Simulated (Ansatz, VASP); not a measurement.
**MgSe in VASP and in Ansatz**

```
CELL_PARAMETERS angstrom
0.00000 2.64036 2.64036
2.64036 0.00000 2.64036
2.64036 2.64036 0.00000
ATOMIC_POSITIONS crystal
Mg 0.00000 0.00000 0.00000
Se 0.50000 0.50000 0.50000
```

Alike in both runs: task single point; functional PBEsol; k mesh 4 × 4 × 4; occupations gaussian, width 0.1 eV; no spin polarisation; Hubbard terms Se p U = 3.7 eV.

```csv
,VASP,Ansatz
version,VASP 6.6.1,Ansatz 0.2.0
potentials or method,"VASP PAW PBE potentials, release 64 (Mg, Se), cutoff 600 eV","scalar-relativistic, plane waves, PAW"
valence electrons in the cell,8,26
```

```csv
,VASP,Ansatz,Ansatz less VASP
gap on the k mesh at the Fermi level (eV),1.77,3.23,+1.463
least direct gap on the mesh (eV),3.03,4.60,+1.562
pressure (GPa),8.8,6.1,-2.76
```

VASP's potentials were made for PBE, not for PBEsol. The programs project onto different local orbitals, so the same U acts differently, and such runs can settle in different states. VASP's potentials hold 8 valence electrons a cell and Ansatz's 26, so a difference there can come from the potentials and not from the codes.

The k mesh is coarse, so the values compare programs but aren't converged.
